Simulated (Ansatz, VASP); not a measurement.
**Two plane-wave programs on PbS**

The input INCAR:

```
SYSTEM = PbS
PREC = Accurate ; ENCUT = 520
EDIFF = 1E-6 ; ISMEAR = -1
SIGMA = 0.05 ; LREAL = .False.
LASPH = .True. ; NELM = 80
ALGO = Normal ; ISIF = 2
LWAVE = .False. ; LCHARG = .False.
GGA = PE ; NBANDS = 17
```

File KPOINTS:

```
regular mesh
0
Gamma
  13 13 13
  0 0 0
```

Contents of POSCAR:

```
PbS
1.0
    0.0000000000      2.8569402313      2.8569402313
    2.8569402313      0.0000000000      2.8569402313
    2.8569402313      2.8569402313      0.0000000000
Pb S
1 1
Direct
    0.0000000000      0.0000000000      0.0000000000
    0.5000000000      0.5000000000      0.5000000000
```

Input for Ansatz:

```yaml
crystal:
  lattice:
    - [0.0, 2.8569402313, 2.8569402313]
    - [2.8569402313, 0.0, 2.8569402313]
    - [2.8569402313, 2.8569402313, 0.0]
  atoms:
    - { symbol: Pb, position: [0.0, 0.0, 0.0] }
    - { symbol: S, position: [0.5, 0.5, 0.5] }
kpoints:
  mp_grid: { grid: [13, 13, 13] }
scf:
  occupations: { method: fermi_dirac, width: 0.05 }
hamiltonian:
  xc: pbe
  pseudopotentials: { kind: paw }
output:
  forces: true
  stress: true
  eigenvalues: true
```

Change from the starting cell: volume scaled by 0.86, to set the pressure.

Alike in both runs: task single point; functional PBE; k mesh 13 × 13 × 13; occupations fermi-dirac, width 0.05 eV; no spin polarisation.

|  | VASP | Ansatz |
| --- | --- | --- |
| version | VASP 6.6.1 | Ansatz 0.2.0 |
| potentials or method | VASP PAW PBE potentials, release 64 (Pb_d, S) | PAW with Ansatz's default frozen-core files, scalar-relativistic |
| plane-wave cutoff (eV) | 520 | 420 |
| valence electrons in the cell | 20 | 20 |

|  | VASP | Ansatz | Ansatz less VASP |
| --- | --- | --- | --- |
| pressure (GPa) | 10.9 | 11.0 | +0.09 |

The functional is the same, so the differences come from potentials, cutoffs and numerics.

Neither program's run includes spin-orbit coupling.
